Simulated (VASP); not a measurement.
# Si (a cell with a defect) in VASP: notebook

The runs below take Si (a cell with a defect) through single point, with PBE.

Program: VASP 6.6.1. These are calculated values, not measurements. Logs are shortened: lines on timing, memory, paths and dates and some standing lists are left out, and cuts for length are marked.

**1. The cell of the first run**

The cell holds a defect, 17 atoms: a = 7.679 Å, b = 7.679 Å, c = 7.679 Å, α = 60.00°, β = 60.00°, γ = 60.00°.

**2. Single point, PBE**

INCAR reads:

```
SYSTEM = Si
PREC = Accurate
ENCUT = 520
EDIFF = 1E-6
ISMEAR = 0
SIGMA = 0.05
LREAL = Auto
LASPH = .TRUE.
NELM = 60
ALGO = Normal
ISIF = 2
LWAVE = .FALSE.
LCHARG = .FALSE.
GGA = PE
NBANDS = 48
```

KPOINTS reads:

```
regular mesh
0
G
  2 2 2
  0 0 0
```

POSCAR reads:

```
Si
1.0
    0.0000000000      5.4300000000      5.4300000000
    5.4300000000      0.0000000000      5.4300000000
    5.4300000000      5.4300000000      0.0000000000
Si
17
Direct
    0.0110867403     -0.0001550645     -0.0105906077
    0.1285299263      0.1143643646      0.1290336096
    0.0077122468     -0.0219778085      0.5070109576
    0.1443290055      0.1190903315      0.6176761510
   -0.0139373849      0.4857904236      0.0425421731
    0.1285302026      0.6282580110      0.1290333333
    0.0077124309      0.5074404236      0.5070105893
    0.1105023941      0.6102303867      0.6692224678
    0.5001167587     -0.0001556169     -0.0105904236
    0.6376308471      0.1373588398      0.0878369245
    0.5128906998      0.0126188766      0.4620571823
    0.6193621547      0.1190899632      0.6176763352
    0.5001170350      0.5108148250     -0.0105905157
    0.6146364641      0.6282576427      0.1290338858
    0.4782941989      0.5074400552      0.5070111418
    0.6193623389      0.6440569982      0.6176763352
    0.8515882136      0.3513165746      0.4459640884
```

Potentials or basis: VASP PAW PBE potentials, release 64 (Si).

The run is started by

```console
$ cat potpaw_PBE.64/Si/POTCAR > POTCAR
$ mpirun -np 1 vasp_std > vasp.out
```

OUTCAR:

```text
SYSTEM = Si
   PREC = Accurate
   ENCUT = 520
   EDIFF = 1E-6
   ISMEAR = 0
   LREAL = Auto
   LASPH = .TRUE.
   NELM = 60
   ISIF = 2
   GGA = PE

 ion  position               nearest neighbor table
   1  0.011  1.000  0.989-   4 2.33   2 2.33   6 2.33  10 2.35
   2  0.129  0.114  0.129-   9 2.33   1 2.33   5 2.34   3 2.37  17 3.02
   3  0.008  0.978  0.507-   8 2.32   2 2.37  17 2.38  12 2.44   4 2.44
   4  0.144  0.119  0.618-  11 2.32   1 2.33   7 2.44   3 2.44  17 2.56
   5  0.986  0.486  0.043-   8 2.34   2 2.34  14 2.34   6 2.34  17 2.53
   6  0.129  0.628  0.129-  13 2.33   1 2.33   5 2.34   7 2.37  17 3.02
   7  0.008  0.507  0.507-   8 2.32   6 2.37  17 2.38  16 2.44   4 2.44
   8  0.111  0.610  0.669-  15 2.32   3 2.32   7 2.32   5 2.34
   9  0.500  1.000  0.989-  12 2.33  14 2.33   2 2.33  10 2.35
  10  0.638  0.137  0.088-  11 2.35   1 2.35   9 2.35  13 2.35
  11  0.513  0.013  0.462-   4 2.32  12 2.32  16 2.32  10 2.35
  12  0.619  0.119  0.618-  11 2.32   9 2.33   3 2.44  15 2.44  17 2.56
  13  0.500  0.511  0.989-  16 2.33  14 2.33   6 2.33  10 2.35
  14  0.615  0.628  0.129-  13 2.33   9 2.33   5 2.34  15 2.37  17 3.02
  15  0.478  0.507  0.507-   8 2.32  14 2.37  17 2.38  12 2.44  16 2.44
  16  0.619  0.644  0.618-  11 2.32  13 2.33   7 2.44  15 2.44  17 2.56
  17  0.852  0.351  0.446-  15 2.38   3 2.38   7 2.38   5 2.53  12 2.56  16 2.56   4 2.56  14 3.02
                             2 3.02   6 3.02

  LATTYP: Found a face centered cubic cell.
 ALAT       =    10.8600000000

  Lattice vectors:

 A1 = (   0.0000000000,   5.4300000000,   5.4300000000)
 A2 = (   5.4300000000,   0.0000000000,   5.4300000000)
 A3 = (   5.4300000000,   5.4300000000,   0.0000000000)

Analysis of symmetry for initial positions (statically):
=====================================================================
 Subroutine PRICEL returns:
 Original cell was already a primitive cell.

 Routine SETGRP: Setting up the symmetry group for a
 face centered cubic supercell.

 Subroutine GETGRP returns: Found  6 space group operations
 (whereof  1 operations were pure point group operations)
 out of a pool of 48 trial point group operations.

The static configuration has the point symmetry C_1 .
 The point group associated with its full space group is C_3v.

Analysis of symmetry for dynamics (positions and initial velocities):
=====================================================================
 Subroutine PRICEL returns:
 Original cell was already a primitive cell.

 Routine SETGRP: Setting up the symmetry group for a
 face centered cubic supercell.

 Subroutine GETGRP returns: Found  6 space group operations
 (whereof  1 operations were pure point group operations)
 out of a pool of 48 trial point group operations.

[... 121 lines left out ...]
   NELECT =      68.0000    total number of electrons
   NUPDOWN=      -1.0000    fix difference up-down
   EMIN   =  10.00;   EMAX   =-10.00  energy-range for DOS
   EFERMI =   0.00;   METHOD = LEGACY
   ISMEAR =     0;   SIGMA  =   0.05  broadening in eV -4-tet -1-fermi 0-gaus
   EFERMI_NEDOS =   21; number of points for ismear=-14 and -15
   IALGO  =     38    algorithm
   IMIX   =      4    mixing-type and parameters
     AMIX     =   0.40;   BMIX     =  1.00
     AMIX_MAG =   1.60;   BMIX_MAG =  1.00
  volume/ion in A,a.u.               =      18.84       127.11
  Fermi-wavevector in a.u.,A,eV,Ry     =   0.976715  1.845724 12.979587  0.953973
  Thomas-Fermi vector in A             =   2.107356
   LORBIT       =      0    0 simple, 1 ext, 2 COOP (PROOUT), +10 PAW based schemes
   GGA     = PE    functional components
   LHFCALC =     F    Hartree Fock is set to
   AEXX    =    0.0000 exact exchange contribution
   IVDW    =     0    specifies the selected vdW correction
   LEPSILON=     F    determine dielectric tensor
   LRPA    =     F    only Hartree local field effects (RPA)
 non-spin polarized calculation
 Gauss-broadening in eV      SIGMA  =   0.05
  energy-cutoff  :      520.00
  volume of cell :      320.21
 maximum number of plane-waves:      8646
 NGX is ok and might be reduce to    60
   NGX = 29   NGY = 29   NGZ = 29

 number of electron      68.0000000 magnetization

 Free energy of the ion-electron system (eV)
  ---------------------------------------------------
  ext. energy  EPLUGINS =         0.00000000
  ---------------------------------------------------
  free energy    TOTEN  =       -87.79631326 eV

  energy without entropy =      -87.78637496  energy(sigma->0) =      -87.79134411

 E-fermi :   6.8535     XC(G=0):  -9.6872

 val. band max:        6.7624708728   @ k =   0.0000   0.0000   0.0000
 cond. band min:       6.8684153407   @ k =   0.5000   0.5000   0.0000
 fundamental gap:      0.1059444679
 Fermi energy:         6.8535082835

 k-point     1 :       0.0000    0.0000    0.0000
  band No.  band energies     occupation
      1      -6.2778      2.00000
      2      -3.8353      2.00000
      3      -3.6253      2.00000
      4      -3.6253      2.00000
      5      -3.4862      2.00000
      6      -2.7070      2.00000
[... 185 lines left out ...]
     45      10.1751      0.00000
     46      10.3999      0.00000
 [bands above 46 left out]

------------------------ aborting loop because EDIFF is reached ----------------------------------------

  FORCE on cell =-STRESS in cart. coord.  units (eV):
  Direction    XX          YY          ZZ          XY          YZ          ZX
  --------------------------------------------------------------------------------------
  -------------------------------------------------------------------------------------
  Total        9.6990583      9.6990583      9.6990583     -0.9795750      0.9795750      0.9795750
  in kB       48.5300419     48.5300419     48.5300419     -4.9013849      4.9013849      4.9013849
  external PRESSURE =      48.5300419 kB  Pullay stress =       0.0000000 kB

 VOLUME and BASIS-vectors are now :
 -----------------------------------------------------------------------------
  energy-cutoff  :      520.00
  volume of cell :      320.21
      direct lattice vectors                 reciprocal lattice vectors
     0.000000000  5.430000000  5.430000000    -0.092081031  0.092081031  0.092081031
     5.430000000  0.000000000  5.430000000     0.092081031 -0.092081031  0.092081031
     5.430000000  5.430000000  0.000000000     0.092081031  0.092081031 -0.092081031

 POSITION                                       TOTAL-FORCE (eV/Angst)
 -----------------------------------------------------------------------------------
     10.80165      5.43269      5.48936         0.026488      0.005776     -0.026488
      1.32165      1.39857      1.31892         0.010633      0.000200     -0.000200
      8.06373      2.79495      5.35254         0.042195      0.010293     -0.010293
      4.00064      4.13769      1.43037         0.036968     -0.014509     -0.036968
      2.86885      5.58532      7.99216        -0.027707     -0.027707      0.027707
      4.11209      1.39857      4.10936         0.000200      0.000200     -0.010633
[... 9 lines left out ...]
      6.85121      6.71712      6.86037        -0.014509      0.036968     -0.036968
      4.32923      7.04571      6.53177        -0.308213     -0.308213      0.308213
 -----------------------------------------------------------------------------------
    total drift:                                0.003407      0.003580     -0.001852

  FREE ENERGIE OF THE ION-ELECTRON SYSTEM (eV)
  ---------------------------------------------------
  free  energy   TOTEN  =       -87.7963132558 eV

  energy  without entropy=      -87.7863749598  energy(sigma->0) =      -87.79134411
```

OSZICAR:

```text
N       E                     dE             d eps       ncg     rms          rms(c)
DAV:   1     0.169254007365E+03    0.16925E+03   -0.26157E+04   384   0.118E+03
DAV:   2    -0.733483375251E+02   -0.24260E+03   -0.23011E+03   464   0.172E+02
DAV:   3    -0.890443320554E+02   -0.15696E+02   -0.15234E+02   504   0.381E+01
DAV:   4    -0.893989653065E+02   -0.35463E+00   -0.35326E+00   472   0.696E+00
DAV:   5    -0.894073559482E+02   -0.83906E-02   -0.83874E-02   480   0.103E+00    0.145E+01
DAV:   6    -0.882453090660E+02    0.11620E+01   -0.89236E-01   448   0.288E+00    0.882E+00
DAV:   7    -0.877871573118E+02    0.45815E+00   -0.11942E+00   448   0.323E+00    0.917E-01
DAV:   8    -0.877940788388E+02   -0.69215E-02   -0.64597E-02   448   0.912E-01    0.456E-01
DAV:   9    -0.877952185653E+02   -0.11397E-02   -0.66284E-03   432   0.276E-01    0.218E-01
DAV:  10    -0.877960404818E+02   -0.82192E-03   -0.10344E-03   448   0.115E-01    0.953E-02
DAV:  11    -0.877962962883E+02   -0.25581E-03   -0.30206E-04   440   0.654E-02    0.298E-02
DAV:  12    -0.877963102547E+02   -0.13966E-04   -0.21331E-05   488   0.169E-02    0.892E-03
DAV:  13    -0.877963128962E+02   -0.26415E-05   -0.49308E-06   432   0.815E-03    0.270E-03
DAV:  14    -0.877963132558E+02   -0.35961E-06   -0.20731E-07   288   0.167E-03
   1 F= -.87796313E+02 E0= -.87791344E+02  d E =-.993830E-02
```

It took 2.9 min on 1 thread of AMD EPYC 7R13, shared host; peak memory 0.41 GiB.

Results:

```
Free energy            : -87.7963 eV
Pressure               : 4.9 GPa
Largest force          : 0.534 eV/Å
Band gap on the k mesh : zero (bands 34 and 35 overlap by 0.11 eV)
```

Forces in eV/Å, atoms in the order of the input:
```
Si   0.026  0.006 -0.026
Si   0.011  0.000  0.000
Si   0.042  0.010 -0.010
Si   0.037 -0.015 -0.037
Si  -0.028 -0.028  0.028
Si   0.000  0.000 -0.011
Si   0.010  0.010 -0.042
Si  -0.015 -0.015  0.015
Si   0.026  0.026 -0.006
Si   0.086  0.086 -0.086
Si   0.073  0.073 -0.073
Si   0.037  0.037  0.015
Si   0.006  0.026 -0.026
Si   0.000  0.011  0.000
Si   0.010  0.042 -0.010
Si  -0.015  0.037 -0.037
Si  -0.308 -0.308  0.308
```

Caveat: the k points lie up to 0.50 Å⁻¹ apart.

**3. Single point, PBE**

INCAR reads:

```
PREC = Accurate
ENCUT = 520
EDIFF = 1E-6
ISMEAR = 0
SIGMA = 0.05
LREAL = Auto
LASPH = True
NELM = 60
ALGO = Normal
ISIF = 2
LWAVE = False
LCHARG = False
GGA = PE
NBANDS = 48
```

KPOINTS reads:

```
Automatic mesh
0
Gamma
  2 2 2
```

POSCAR reads:

```
Si
1.0
    0.0000000000      5.4300000000      5.4300000000
    5.4300000000      0.0000000000      5.4300000000
    5.4300000000      5.4300000000      0.0000000000
Si
17
Direct
    0.0084912523     -0.0026792818     -0.0031185083
    0.1251080110      0.1208225599      0.1290590239
    0.0042399632     -0.0095447514      0.5011629834
    0.1413238490      0.1204638122      0.6177641805
   -0.0054213628      0.4944953959      0.0164447514
    0.1251081952      0.6250247698      0.1290584715
    0.0042401473      0.5041569061      0.5011624309
    0.1190882136      0.6190046041      0.6429171271
    0.4974041436     -0.0026792818     -0.0031181400
    0.6327894107      0.1327063536      0.1018127993
    0.5097893186      0.0097062615      0.4708128913
    0.6205465009      0.1204630755      0.6177643646
    0.4974042357      0.5084081031     -0.0031187845
    0.6209057090      0.6250246777      0.1290591160
    0.4905387661      0.5041566298      0.5011630755
    0.6205471455      0.6412406998      0.6177639042
    0.7617119705      0.2616289134      0.7150445672
```

Potentials or basis: VASP PAW PBE potentials, release 64 (Si).

The run is started by

```console
$ cat potpaw_PBE.64/Si/POTCAR > POTCAR
$ mpirun -np 1 vasp_std > vasp.out
```

Wall time 3.2 min (1 thread of AMD EPYC 7R13, shared host); peak memory 0.41 GiB.

It converged, with:

```
Free energy            : -87.9418 eV
Pressure               : 5.2 GPa
Largest force          : 0.159 eV/Å
Band gap on the k mesh : zero (bands 34 and 35 overlap by 0.18 eV)
```

Forces on the atoms (eV/Å):
```
Si   0.004 -0.017 -0.004
Si  -0.010 -0.024  0.024
Si   0.005 -0.028  0.028
Si   0.018 -0.042 -0.018
Si  -0.044 -0.044  0.044
Si  -0.024 -0.024  0.010
Si  -0.028 -0.028 -0.005
Si  -0.044 -0.044  0.044
Si   0.004  0.004  0.017
Si   0.068  0.068 -0.068
Si   0.052  0.052 -0.052
Si   0.018  0.018  0.042
Si  -0.017  0.004 -0.004
Si  -0.024 -0.010  0.024
Si  -0.028  0.005  0.028
Si  -0.042  0.018 -0.018
Si   0.092  0.092 -0.092
```

Stress tensor (GPa, compression positive):
```
 5.19 -0.08  0.08
-0.08  5.19  0.08
 0.08  0.08  5.19
```

Levels at points of the mesh, in eV from the Fermi level:
| k point | band 30 | band 31 | band 32 | band 33 | band 34 | band 35 | band 36 | band 37 | band 38 | band 39 |
| --- | --- | --- | --- | --- | --- | --- | --- | --- | --- | --- |
| (0.00, 0.00, 0.00) | -1.70 | -0.85 | -0.79 | -0.79 | -0.35 | -0.17 | -0.17 | 0.09 | 0.09 | 0.42 |
| (0.50, 0.00, 0.00) | -1.56 | -1.45 | -1.44 | -1.33 | -0.30 | 0.41 | 0.68 | 0.85 | 0.90 | 1.30 |
| (0.00, 0.00, 0.50) | -1.57 | -1.57 | -1.40 | -1.40 | -0.35 | 0.46 | 0.46 | 1.01 | 1.01 | 1.23 |
| (0.50, 0.50, 0.00) | -2.03 | -2.00 | -1.86 | -0.96 | 0.02 | 0.64 | 1.04 | 1.12 | 1.19 | 1.90 |

Caveat: the k points lie up to 0.50 Å⁻¹ apart.

**4. Single point, PBE**

INCAR reads:

```
SYSTEM = Si
ALGO = Normal
EDIFF = 1E-7
ENCUT = 520
GGA = PE
ISIF = 2
ISMEAR = 0
LASPH = .True.
LCHARG = .True.
LELF = .True.
LREAL = Auto
LVHAR = .True.
LWAVE = .False.
NBANDS = 48
NELM = 60
PREC = Accurate
SIGMA = 0.05
```

KPOINTS reads:

```
k-points
0
Gamma
  2 2 2
  0 0 0
```

POSCAR reads:

```
Si
1.0
    0.0000000000      5.4300000000      5.4300000000
    5.4300000000      0.0000000000      5.4300000000
    5.4300000000      5.4300000000      0.0000000000
Si
17
Direct
    0.0139574586     -0.0037510129     -0.0063979742
    0.1249145488      0.1162320442      0.1341263352
    0.0054300184     -0.0165510129      0.5058795580
    0.1516647330      0.1163407919      0.6157129834
   -0.0100736648      0.4897961326      0.0305388582
    0.1249151013      0.6247843462      0.1341257827
    0.0054302026      0.5052992634      0.5058790055
    0.1145841621      0.6144539595      0.6565653775
    0.4963795580     -0.0037506446     -0.0063970534
    0.6435216390      0.1433901473      0.0697562615
    0.5184997238      0.0183697053      0.4448172192
    0.6164696133      0.1163394107      0.6157128913
    0.4963797422      0.5138261510     -0.0063979742
    0.6163622468      0.6247841621      0.1341261510
    0.4835791897      0.5052994475      0.5058795580
    0.6164712707      0.6515344383      0.6157125230
    0.7764920810      0.2763620626      0.6708397790
```

The run is started by

```console
$ cat potpaw_PBE.64/Si/POTCAR > POTCAR
$ mpirun -np 1 vasp_std > vasp.out
```

Run time: 3.5 min. Hardware: 1 thread of AMD EPYC 7R13, shared host; peak memory 0.41 GiB.

It converged, with:

| Item | Value |
| --- | --- |
| Free energy | -87.7669 eV |
| Pressure | 4.7 GPa |
| Largest force | 0.482 eV/Å |
| Band gap on the k mesh | zero (bands 34 and 35 overlap by 0.09 eV) |

Forces in eV/Å, atoms in the order of the input:
```
Si   0.010 -0.042 -0.010
Si  -0.034 -0.030  0.030
Si  -0.051 -0.024  0.024
Si   0.015 -0.118 -0.015
Si  -0.061 -0.061  0.061
Si  -0.030 -0.030  0.034
Si  -0.024 -0.024  0.051
Si  -0.056 -0.056  0.056
Si   0.010  0.010  0.042
Si   0.093  0.093 -0.093
Si   0.048  0.048 -0.048
Si   0.015  0.015  0.118
Si  -0.042  0.010 -0.010
Si  -0.030 -0.034  0.030
Si  -0.024 -0.051  0.024
Si  -0.118  0.015 -0.015
Si   0.278  0.278 -0.278
```

Stress tensor (GPa, compression positive):
```
 4.74 -0.46  0.46
-0.46  4.74  0.46
 0.46  0.46  4.74
```

Levels at points of the mesh, in eV from the Fermi level:
| k point | band 32 | band 33 | band 34 | band 35 | band 36 | band 37 |
| --- | --- | --- | --- | --- | --- | --- |
| (0.00, 0.00, 0.00) | -0.75 | -0.75 | -0.50 | -0.08 | -0.08 | 0.16 |
| (0.50, 0.00, 0.00) | -1.41 | -1.07 | -0.12 | 0.15 | 0.78 | 0.87 |
| (0.00, 0.00, 0.50) | -1.35 | -1.35 | -0.33 | 0.40 | 0.40 | 1.14 |
| (0.50, 0.50, 0.00) | -1.79 | -0.85 | 0.01 | 0.47 | 1.19 | 1.32 |

Caveat: the k points lie up to 0.50 Å⁻¹ apart.

**5. Single point, PBE**

INCAR reads:

```
SYSTEM = Si
PREC = Accurate
ENCUT = 520
EDIFF = 1E-7
ISMEAR = 0
SIGMA = 0.05
LREAL = Auto
LASPH = .True.
NELM = 100
ALGO = Normal
ISIF = 2
LWAVE = .False.
LCHARG = .False.
GGA = PE
NBANDS = 48
```

KPOINTS reads:

```
regular mesh
0
Gamma
  2 2 2
  0 0 0
```

POSCAR reads:

```
Si
1.0
    0.0000000000      5.4300000000      5.4300000000
    5.4300000000      0.0000000000      5.4300000000
    5.4300000000      5.4300000000      0.0000000000
Si
17
Direct
    0.0176603131     -0.0051976980     -0.0071643646
    0.1241462247      0.1161298343      0.1358583794
    0.0043123389     -0.0156815838      0.5073327808
    0.1601381215      0.1101224678      0.6197178637
   -0.0125437385      0.4872789134      0.0380857274
    0.1241456722      0.6239661142      0.1358581952
    0.0043128913      0.5041362799      0.5073327808
    0.1123382136      0.6121610497      0.6634398711
    0.4949824125     -0.0051956722     -0.0071654696
    0.6508143646      0.1506338858      0.0480195212
    0.5230923573      0.0229161142      0.4311746777
    0.6102979742      0.1101215470      0.6197173112
    0.4949818600      0.5174803867     -0.0071654696
    0.6163071823      0.6239681400      0.1358576427
    0.4844954880      0.5041358195      0.5073319521
    0.6102993554      0.6599617864      0.6197170350
    0.7963586556      0.2961822284      0.6113755985
```

The run is started by

```console
$ cat potpaw_PBE.64/Si/POTCAR > POTCAR
$ mpirun -np 1 vasp_std > vasp.out
```

Wall time 5 min (1 thread of AMD EPYC 7R13, shared host); peak memory 0.41 GiB.

Results (log left out):

| Quantity | Value |
| --- | --- |
| Free energy | -87.7038 eV |
| Pressure | 4.5 GPa |
| Largest force | 0.058 eV/Å |
| Band gap on the k mesh | 0.04 eV |

Forces in eV/Å, atoms in the order of the input:
```
Si   0.003  0.004 -0.003
Si   0.007  0.001 -0.001
Si   0.021 -0.004  0.004
Si  -0.013  0.005  0.013
Si  -0.019 -0.019  0.019
Si   0.001  0.001 -0.007
Si  -0.004 -0.004 -0.021
Si  -0.012 -0.012  0.012
Si   0.003  0.003 -0.004
Si  -0.014 -0.014  0.014
Si   0.001  0.001 -0.001
Si  -0.013 -0.013 -0.005
Si   0.004  0.003 -0.003
Si   0.001  0.007 -0.001
Si  -0.004  0.021  0.004
Si   0.005 -0.013  0.013
Si   0.033  0.033 -0.033
```

Stress tensor (GPa, compression positive):
```
 4.48 -0.41  0.41
-0.41  4.48  0.41
 0.41  0.41  4.48
```

Levels at points of the mesh, in eV from the valence-band top:
```
           k point  band 31  band 32  band 33  band 34  band 35  band 36  band 37  band 38
(0.00, 0.00, 0.00)    -1.12    -0.62    -0.62    -0.42     0.04     0.04     0.36     0.36
(0.50, 0.00, 0.00)    -1.32    -1.28    -0.79    -0.15     0.30     0.74     1.01     1.17
(0.00, 0.00, 0.50)    -1.32    -1.21    -1.21    -0.12     0.47     0.47     1.30     1.30
(0.50, 0.50, 0.00)    -1.81    -1.64    -0.58     0.00     0.50     1.44     1.57     1.67
```

Caveat: the k points lie up to 0.50 Å⁻¹ apart.

**6. Overview**

| cell | gap on the mesh (eV) | pressure (GPa) | largest force (eV/Å) |
| --- | --- | --- | --- |
| as given, atomic positions A | none | 4.9 | 0.53 |
| as given, atomic positions B | none | 5.2 | 0.16 |
| as given, atomic positions C | none | 4.7 | 0.48 |
| as given, atomic positions D | 0.04 | 4.5 | 0.06 |

Alike in all rows: task single point; level PBE; potentials or basis VASP PAW PBE potentials, release 64 (Si); no spin polarisation; k mesh 2 × 2 × 2; cutoff (eV) 520; smearing gaussian 0.05 eV.

Caveats: all runs use coarse meshes.

Absolute energies hang on the potentials; compare differences alone.

The gap in the log of VASP goes by the Fermi energy; the results here count the filled bands.